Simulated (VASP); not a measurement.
The system is RbBr.

```
Rb Br
1.0
     4.12608    0.00000    0.00000
     0.00000    4.12608    0.00000
     0.00000    0.00000    4.12608
Rb Br
1 1
Direct
  0.00000 0.00000 0.00000
  0.50000 0.50000 0.50000
```

| Quantity | Value |
| --- | --- |
| Program | VASP 6.6.1 |
| Task | relaxation of cell and atoms |
| Functional | BLYP |
| Potentials or basis | VASP PAW PBE potentials, release 64 (Rb_sv, Br) |
| Cutoff | 600 eV |
| k mesh | 7 × 7 × 7 |
| Occupations | fermi-dirac, width 0.05 eV |
| Spin | no spin polarisation |

At the start: pressure 2.0 GPa; volume 35.12 Å³/atom.

**Question.** Where does the relaxation end?

**Answer.** Over 4 steps the energy falls by 25.6 meV/atom and the volume is 39.76 Å³/atom (+13.2 %); space group Pm-3m (No. 221, to 0.1 Å) before and after.

The path:
| step | energy change (eV) | largest force (eV/Å) | pressure (GPa) | volume (Å³) |
| --- | --- | --- | --- | --- |
| 1 | 0.0000 | 0.0000 | 2.00 | 70.24 |
| 2 | -0.0396 | 0.0000 | 0.84 | 74.80 |
| 3 | -0.0509 | 0.0000 | -0.12 | 80.25 |
| 4 | -0.0512 | 0.0000 | -0.01 | 79.53 |

Final structure:
```yaml
crystal:
  lattice:
    - [4.30040, 0.00000, 0.00000]
    - [0.00000, 4.30040, 0.00000]
    - [0.00000, 0.00000, 4.30040]
  atoms:
    - { symbol: Rb, position: [0.00000, 0.00000, 0.00000] }
    - { symbol: Br, position: [0.50000, 0.50000, 0.50000] }
```

Caveat: the PAW data sets were made with another functional, which shifts forces and pressure a little.
